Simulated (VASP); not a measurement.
**AlW3: relaxation of cell and atoms with PBE**

Crystal: AlW3.

```
Al W
1.0
     3.22622    0.00000    0.00000
     0.00000    3.22622    0.00000
     0.00000    0.00000    8.17457
Al W
1 3
Direct
  0.00000 0.00000 0.00000
  0.50000 0.50000 0.76619
  0.00000 0.00000 0.50000
  0.50000 0.50000 0.23381
```

```json
{"Program": "VASP 6.6.1", "Task": "relaxation of cell and atoms", "Functional": "PBE", "Potentials or basis": "VASP PAW PBE potentials, release 64 (Al, W_sv)", "Cutoff": "600 eV", "k mesh": "6 × 6 × 2", "Occupations": "gaussian, width 0.1 eV", "Spin": "no spin polarisation", "Dipole correction": "no", "Further INCAR settings": "ALGO = Fast; EDIFF = 1e-06; IBRION = 2; EDIFFG = -0.04; NSW = 90; ISIF = 3"}
```

```
Relaxed volume                         : 15.89 Å³/atom
Relaxed cell                           : a = 2.728 Å, b = 2.728 Å, c = 8.539 Å, α = 90.00°, β = 90.00°, γ = 90.00°
Space group after relaxing (to 0.05 Å) : P4/mmm (No. 123)
Energy gained by relaxing              : 994.7 meV/atom
Ionic steps                            : 30
Pressure after relaxing                : 0.2 GPa
Largest force after relaxing           : 0.005 eV/Å
```

Forces in eV/Å, atoms in the order of the input:
```
Al   0.000  0.000  0.000
W    0.000  0.000  0.005
W    0.000  0.000  0.000
W    0.000  0.000 -0.005
```

Stress tensor (GPa, compression positive):
```
0.11 0.00 0.00
0.00 0.11 0.00
0.00 0.00 0.25
```

The path:
```tsv
step	energy change (eV)	largest force (eV/Å)	pressure (GPa)	volume (Å³)
1	0.0000	1.3763	-37.76	85.08
2	16.1509	5.4863	373.01	37.06
3	-3.2872	0.8997	-10.97	66.48
4	-3.3858	0.7784	-5.24	64.66
5	-3.4150	0.6535	0.70	63.02
6	-3.4136	0.6847	-0.85	63.42
7	-3.4983	0.2554	-0.35	63.49
8	-3.6915	1.3853	2.68	63.50
9	-2.8981	3.6049	18.13	62.76
10	-3.6474	1.8615	4.36	63.47
11	-3.6641	1.9256	3.99	63.62
12	-3.6956	1.9558	2.98	64.04
13	-3.6660	1.9396	1.87	64.80
14	-3.6962	1.9386	2.56	64.30
15	-3.7228	1.8099	1.73	64.42
16	-3.7889	1.4416	-0.68	64.80
17	-3.8664	0.8498	-5.02	65.57
18	-3.8254	0.2471	-12.16	67.11
19	-3.8803	0.4122	-7.79	66.11
20	-3.9254	0.3027	-5.82	65.36
21	-3.9743	0.0489	-0.55	63.62
22	-3.9744	0.0686	-0.30	63.53
23	-3.9752	0.0485	-0.14	63.52
24	-3.9769	0.0087	0.23	63.47
25	-3.9768	0.1314	1.02	63.36
26	-3.9774	0.0688	0.62	63.42
27	-3.9781	0.0607	-0.05	63.61
28	-3.9782	0.0582	-0.17	63.66
29	-3.9784	0.0451	-0.11	63.63
30	-3.9787	0.0049	0.15	63.55
```

Final structure:
```
Al W
1.0
     2.72807    0.00000    0.00000
     0.00000    2.72807    0.00000
     0.00000    0.00000    8.53902
Al W
1 3
Direct
  0.00000 0.00000 0.00000
  0.50000 0.50000 0.76010
  0.00000 0.00000 0.50000
  0.50000 0.50000 0.23990
```

Levels at points of the mesh, in eV from the Fermi level:
| k point | band 18 | band 19 | band 20 | band 21 | band 22 | band 23 | band 24 | band 25 | band 26 | band 27 |
| --- | --- | --- | --- | --- | --- | --- | --- | --- | --- | --- |
| (0.00, 0.00, 0.00) | -3.71 | -2.73 | -1.63 | -0.53 | -0.14 | 0.33 | 0.33 | 1.45 | 1.45 | 3.62 |
| (0.50, 0.00, 0.00) | -2.93 | -2.35 | -2.16 | -0.95 | -0.63 | 0.14 | 0.25 | 0.68 | 1.17 | 2.47 |
| (0.50, 0.50, 0.00) | -3.65 | -3.65 | -0.45 | 0.40 | 0.40 | 0.81 | 0.82 | 1.20 | 1.20 | 4.75 |
| (0.00, 0.00, 0.50) | -3.78 | -2.68 | -1.84 | -0.78 | -0.28 | 0.24 | 0.24 | 1.73 | 1.73 | 3.63 |
| (0.50, 0.00, 0.50) | -2.77 | -2.38 | -2.03 | -1.67 | -1.39 | 0.13 | 0.28 | 0.70 | 2.27 | 2.56 |
| (0.50, 0.50, 0.50) | -2.45 | -2.45 | -1.65 | -1.65 | -1.32 | 1.62 | 2.55 | 3.03 | 3.81 | 3.81 |

Run time: 14 min on 1 thread of Intel(R) Xeon(R) 6975P-C (Granite Rapids), with other jobs on the host, peak memory 0.29 GiB.

Caveat: the k points lie up to 0.38 Å⁻¹ apart in the final cell; the volume moved by over 15 % at a fixed basis, so the end points are rough; spin-orbit coupling is left out, which moves the levels of the heavy elements.
